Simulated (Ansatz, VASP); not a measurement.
## Two plane-wave programs on Al2Cu

Contents of INCAR:

```
  ALGO = Fast
  EDIFF = 1E-6
  ENCUT = 520
  GGA = PE
  ISIF = 2
  ISMEAR = 0
  LASPH = True
  LCHARG = True
  LELF = True
  LREAL = False
  LVHAR = True
  LWAVE = False
  NBANDS = 26
  NELM = 100
  PREC = Accurate
  SIGMA = 0.15
```

File KPOINTS:

```
k-points
0
Gamma
  10 10 10
```

The input POSCAR:

```
Al2Cu
1.0
   -2.9959000000      2.9959000000      2.4412820339
    2.9959000000     -2.9959000000      2.4412820339
    2.9959000000      2.9959000000     -2.4412820339
Al Cu
4 2
Direct
    0.1587211657      0.6587211657      0.8174423314
    0.6587211657      0.8412788343      0.5000000000
    0.8412788343      0.3412788343      0.1825576686
    0.3412788343      0.1587211657      0.5000000000
    0.7500000000      0.7500000000      0.0000000000
    0.2500000000      0.2500000000      0.0000000000
```

Input for Ansatz:

```yaml
crystal:
  lattice:
    - [-2.9959, 2.9959, 2.4412820339]
    - [2.9959, -2.9959, 2.4412820339]
    - [2.9959, 2.9959, -2.4412820339]
  atoms:
    - { symbol: Al, position: [0.1587211657, 0.6587211657, 0.8174423314] }
    - { symbol: Al, position: [0.6587211657, 0.8412788343, 0.5] }
    - { symbol: Al, position: [0.8412788343, 0.3412788343, 0.1825576686] }
    - { symbol: Al, position: [0.3412788343, 0.1587211657, 0.5] }
    - { symbol: Cu, position: [0.75, 0.75, 0.0] }
    - { symbol: Cu, position: [0.25, 0.25, 0.0] }
basis:
  ecutwfc: 520.0
kpoints:
  mp_grid: { grid: [10, 10, 10] }
hamiltonian:
  xc: pbe
  pseudopotentials: { kind: paw, azcp: { folder: soft_1 } }
scf:
  occupations: { method: gaussian, width: 0.15 }
output:
  forces: true
  stress: true
  eigenvalues: true
```

Alike in both runs: task single point; functional PBE; k mesh 10 × 10 × 10; occupations gaussian, width 0.15 eV; no spin polarisation.

```csv
,VASP,Ansatz
version,VASP 6.6.1,Ansatz 0.2.0
potentials or method,"VASP PAW PBE potentials, release 64 (Al, Cu), cutoff 520 eV","scalar-relativistic, plane waves, PAW"
valence electrons in the cell,34,50
```

|  | VASP | Ansatz | Ansatz less VASP |
| --- | --- | --- | --- |
| gap on the k mesh at the Fermi level (eV) | none | none | - |
| pressure (GPa) | 2.2 | 2.1 | -0.11 |
| traceless stress, the component that is largest in VASP (GPa) | -0.89 | -0.93 | -0.033 |
| rms of the force components (eV/Å) | 0.004 | 0.005 | +0.0014 |

Atom by atom the forces differ by 0.001 eV/Å (rms over components). A gap of «none» marks a metal or a gap that the smearing closes. VASP's potentials hold 34 valence electrons a cell and Ansatz's 50, so a difference there can come from the potentials and not from the codes.
